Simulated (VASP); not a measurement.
La: density of states with LDA

Crystal: La.

```
La
1.0
     0.00000    3.07253    3.07253
     3.07253    0.00000    3.07253
     3.07253    3.07253    0.00000
La
2
Direct
  0.87500 0.87500 0.87500
  0.12500 0.12500 0.12500
```

This cell differs from its parent crystal: volume scaled by 0.84.

```json
{
  "Program": "VASP 6.6.1",
  "Task": "density of states",
  "Functional": "LDA",
  "Potentials or basis": "VASP PAW LDA potentials, release 64 (La)",
  "Cutoff": "520 eV",
  "k mesh": "11 × 11 × 11",
  "Occupations": "fermi-dirac, width 0.05 eV",
  "Spin": "no spin polarisation",
  "Dipole correction": "no",
  "k mesh for the DOS": "17 × 17 × 17",
  "Occupations for the DOS": "tetrahedron",
  "Further INCAR settings": "ALGO = Normal; EDIFF = 1e-06"
}
```

```json
{
 "Valence electrons inside the program's atomic spheres": "La 9.46"
}
```

Levels at points of the mesh, in eV from the Fermi level:
| k point | band 7 | band 8 | band 9 | band 10 | band 11 | band 12 | band 13 | band 14 | band 15 |
| --- | --- | --- | --- | --- | --- | --- | --- | --- | --- |
| (0.00, 0.00, 0.00) | -14.78 | -14.78 | -2.23 | -0.93 | -0.93 | 1.07 | 1.07 | 1.07 | 1.94 |

It took 2.1 min on 1 thread of Intel(R) Xeon(R) Platinum 8124M CPU @ 3.00GHz (Skylake/Cascade Lake) (shared host), peak memory 0.27 GiB.

Caveat: spin-orbit coupling is left out, which moves the levels of the heavy elements.
